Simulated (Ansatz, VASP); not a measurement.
Given: the input of a run of Ansatz 0.2.0 on MgO.

File input:

```
crystal:
  lattice:
    - [2.9380209034, 0.0, 0.0]
    - [-1.4690104517, 2.5444007392, 0.0]
    - [0.0, 0.0, 2.67968]
  atoms:
    - { symbol: Mg, position: [0.0, 0.0, 0.0] }
    - { symbol: O, position: [0.3333333333, 0.6666666667, 0.5] }
hamiltonian:
  xc: { exchange: pbesol, correlation: pbesol, exx: { coeff: 0.25 } }
  pseudopotentials: { kind: paw }
kpoints:
  mp_grid: { grid: [5, 5, 5] }
scf:
  occupations: { method: fermi_dirac, width: 0.05 }
output:
  forces: true
  stress: true
  eigenvalues: true
relax:
  f_tol: 0.01
  max_steps: 40
  cell: { stress_tol: 0.05 }
```

Q: Set up the same calculation for VASP 6.6.1. Potentials there: VASP PAW PBE potentials, release 64 (Mg, O).

A: As run (the cutoff follows the program's own potentials):

The input POSCAR:

```
MgO
1.0
    2.9380209034      0.0000000000      0.0000000000
   -1.4690104517      2.5444007392      0.0000000000
    0.0000000000      0.0000000000      2.6796800000
Mg O
1 1
Direct
    0.0000000000      0.0000000000      0.0000000000
    0.3333333333      0.6666666667      0.5000000000
```

Contents of INCAR.step1:

```
PREC     = Accurate       # precision mode
ENCUT    = 600            # plane-wave cutoff, eV
EDIFF    = 1E-5           # SCF threshold, eV
ISMEAR   = -1             # smearing method
SIGMA    = 0.05           # smearing width, eV
LREAL    = F              # projectors in reciprocal space
LASPH    = T              # aspherical terms in the spheres
NELM     = 80             # most SCF steps
ALGO     = Normal         # electronic algorithm
LWAVE    = T              # write WAVECAR
LCHARG   = F              # write CHGCAR
GGA      = PE             # functional
NBANDS   = 11             # bands
```

Contents of INCAR.step2:

```
PREC     = Accurate       # precision mode
ENCUT    = 600            # plane-wave cutoff, eV
EDIFF    = 1E-7           # SCF threshold, eV
ISMEAR   = -1             # smearing method
SIGMA    = 0.05           # smearing width, eV
LREAL    = F              # projectors in reciprocal space
LASPH    = T              # aspherical terms in the spheres
NELM     = 80             # most SCF steps
ALGO     = Normal         # electronic algorithm
ISIF     = 3              # what is computed and relaxed
LWAVE    = F              # write WAVECAR
LCHARG   = F              # write CHGCAR
GGA      = PS             # functional
LHFCALC  = T              # exact exchange
AEXX     = 0.25           # exact-exchange fraction
PRECFOCK = Normal       
IBRION   = 2              # ionic algorithm
NSW      = 60             # ionic steps
EDIFFG   = -0.01          # ionic threshold
ISTART   = 1
```

The input KPOINTS:

```
regular mesh
0
Gamma
  5 5 5
```

Potentials or basis: VASP PAW PBE potentials, release 64 (Mg, O).

The run is started by

```bash
$ cat potpaw_PBE.64/Mg/POTCAR potpaw_PBE.64/O/POTCAR > POTCAR
$ cp INCAR.step1 INCAR
$ mpirun -np 1 vasp_std > vasp.out
$ cp INCAR.step2 INCAR
$ mpirun -np 1 vasp_std > vasp.out
```

Both were run:

|  | VASP | Ansatz | Ansatz less VASP |
| --- | --- | --- | --- |
| gap on the k mesh at the Fermi level, each at its own relaxed structure (eV) | 5.83 | 5.80 | -0.035 |
| relaxed volume (Å³/atom) | 9.41 | 9.44 | +0.033 |
| relaxed length of the cell vector where the two differ most in proportion (Å) | 2.876 | 2.880 | +0.0036 |

VASP's potentials were made for PBE, not for PBEsol-based global hybrid. VASP's potentials hold 8 valence electrons a cell and Ansatz's 16, so a difference there can come from the potentials and not from the codes.

The k mesh is coarse, so the values compare programs but aren't converged. Noted on Ansatz's run: odd divisions of the mesh miss points on the zone boundary, where band edges often lie, so the gap on the mesh can be too wide; the plane-wave basis is chosen anew once the cell has moved, so the energies of steps on either side of that aren't comparable.
